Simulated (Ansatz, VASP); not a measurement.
# Ta in VASP and in Ansatz

The input INCAR:

```
  PREC = Accurate
  ENCUT = 600
  EDIFF = 1E-6
  ISMEAR = -1
  SIGMA = 0.08
  LREAL = F
  LASPH = T
  NELM = 60
  ALGO = Normal
  ISIF = 3
  LWAVE = F
  LCHARG = F
  GGA = PE
  IBRION = 2
  NSW = 60
  EDIFFG = -0.005
```

Contents of KPOINTS:

```
regular mesh
0
Gamma
  14 14 14
```

File POSCAR:

```
Ta
1.0
    2.7047324411      0.0000000000      0.0000000000
    0.0000000000      2.7047324411      0.0000000000
    0.0000000000      0.0000000000      2.7047324411
Ta
1
Direct
    0.0000000000      0.0000000000      0.0000000000
```

Input for Ansatz:

```yaml
crystal:
  lattice:
    - [2.7047324411, 0.0, 0.0]
    - [0.0, 2.7047324411, 0.0]
    - [0.0, 0.0, 2.7047324411]
  atoms:
    - { symbol: Ta, position: [0.0, 0.0, 0.0] }
kpoints:
  mp_grid: { grid: [14, 14, 14] }
scf:
  occupations: { method: fermi_dirac, width: 0.08 }
hamiltonian:
  xc: pbe
  pseudopotentials: { kind: paw }
output:
  forces: true
  stress: true
  write_density: true
  write_potential: true
  elf: true
  volumetric_format: npy
relax:
  f_tol: 0.005
  max_steps: 40
  cell: {}
```

Alike in both runs: task relaxation of cell and atoms; functional PBE; k mesh 14 × 14 × 14; occupations fermi-dirac, width 0.08 eV; no spin polarisation.

|  | VASP | Ansatz |
| --- | --- | --- |
| version | VASP 6.6.1 | Ansatz 0.2.0 |
| potentials or method | VASP PAW PBE potentials, release 64 (Ta_pv) | PAW with Ansatz's default frozen-core files, scalar-relativistic |
| plane-wave cutoff (eV) | 600 | 420 |
| valence electrons in the cell | 11 | 13 |

```csv
,VASP,Ansatz,Ansatz less VASP
relaxed volume (Å³/atom),20.70,20.68,-0.016
relaxed cell length with the largest relative difference (Å),2.746,2.745,-0.0007
```

VASP's potentials hold 11 valence electrons a cell and Ansatz's 13, so a difference there can come from the potentials and not from the codes.

Spin-orbit coupling is off throughout.
